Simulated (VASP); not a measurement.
**Zr: single point with PBE**

Crystal: Zr.

```xyz
1
Lattice="2.9135 0.0000 0.0000 0.0000 2.9135 0.0000 0.0000 0.0000 2.9135" Properties=species:S:1:pos:R:3 pbc="T T T"
Zr    0.0000    0.0000    0.0000
```

- Program: VASP 6.6.1
- Task: single point
- Functional: PBE
- Potentials or basis: VASP PAW PBE potentials, release 64 (Zr_sv)
- Cutoff: 520 eV
- k mesh: 18 × 18 × 18
- Occupations: fermi-dirac, width 0.1 eV
- Spin: no spin polarisation

The pressure is 0.2 GPa and the band gap on the k mesh is zero (band 6 reaches 9.01 eV, above the bottom of band 7 at 6.34 eV).

Levels at points of the mesh, in eV from the Fermi level:
| k point | band 3 | band 4 | band 5 | band 6 | band 7 | band 8 | band 9 | band 10 |
| --- | --- | --- | --- | --- | --- | --- | --- | --- |
| (0.00, 0.00, 0.00) | -26.07 | -26.07 | -5.04 | -1.67 | -1.67 | 5.56 | 5.56 | 5.56 |
| (0.50, 0.00, 0.00) | -25.96 | -25.96 | -2.02 | -0.83 | 0.39 | 2.53 | 2.53 | 5.87 |
| (0.50, 0.50, 0.00) | -27.09 | -25.86 | -2.99 | -0.29 | 3.18 | 3.18 | 4.94 | 4.94 |
| (0.50, 0.50, 0.50) | -26.93 | -26.93 | -1.50 | -1.50 | -1.50 | 6.55 | 7.71 | 7.71 |

Wall time 20 s on 1 thread of Intel Xeon 6975P-C, on a shared host, peak memory 0.18 GiB.
